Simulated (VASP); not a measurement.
A run of VASP 6.6.1:

Contents of INCAR:

```
  PREC = Accurate
  ENCUT = 800
  EDIFF = 1E-6
  ISMEAR = 0
  SIGMA = 0.01
  LREAL = False
  LASPH = True
  NELM = 300
  ALGO = All
  ISIF = 2
  LWAVE = False
  LCHARG = True
  GGA = PE
  LELF = True
  LVHAR = True
  NBANDS = 100
  NELECT = 168.0
  GGA_COMPAT = False
  ISEARCH = 1
```

File KPOINTS:

```
Automatic mesh
0
Gamma
  1 1 1
```

POSCAR

```
Ga8O11
1.0
   12.2300000000      0.0000000000      0.0000000000
    0.0000000000      3.0400000000      0.0000000000
   -1.3736610000      0.0000000000      5.6349850000
Ga O
8 11
Direct
    0.0903510000      0.0065080000      0.7953270000
    0.5892660000      0.4871870000      0.8000410000
    0.9110400000      0.0131830000      0.2014380000
    0.4111770000      0.4934660000      0.2021330000
    0.3385550000      0.0137720000      0.6835290000
    0.8421940000      0.4973500000      0.6795820000
    0.6570550000      0.9932570000      0.3130610000
    0.1536570000      0.5068960000      0.3112880000
    0.1682830000      0.0355730000      0.1005510000
    0.6655320000      0.4986970000      0.0983200000
    0.8315270000      0.0044970000      0.9110230000
    0.3292810000      0.5118800000      0.9042510000
    0.4941520000      0.0217200000      0.2512490000
    0.5019520000      0.0023290000      0.7438160000
    0.0056540000      0.5012430000      0.7481390000
    0.8267400000      0.9907040000      0.4437120000
    0.3288620000      0.4961610000      0.4323620000
    0.1722980000      0.9927410000      0.5745000000
    0.6730910000      0.5150590000      0.5595420000
```

Potentials or basis: VASP PAW PBE potentials, release 64 (Ga_d, O).

Run with:

```sh
$ cat potpaw_PBE.64/Ga_d/POTCAR potpaw_PBE.64/O/POTCAR > POTCAR
$ mpirun -np 4 vasp_gam > vasp.out
```

Hardware: 4 MPI ranks on Intel(R) Xeon(R) 6975P-C (Granite Rapids), on a shared host.

Question: Estimate the wall time of this run.

Answer: Run time: 5.6 min on 4 MPI ranks on Intel(R) Xeon(R) 6975P-C (Granite Rapids), on a shared host, peak memory 0.21 GiB a rank. Counts: scf iterations 169, k points 1.
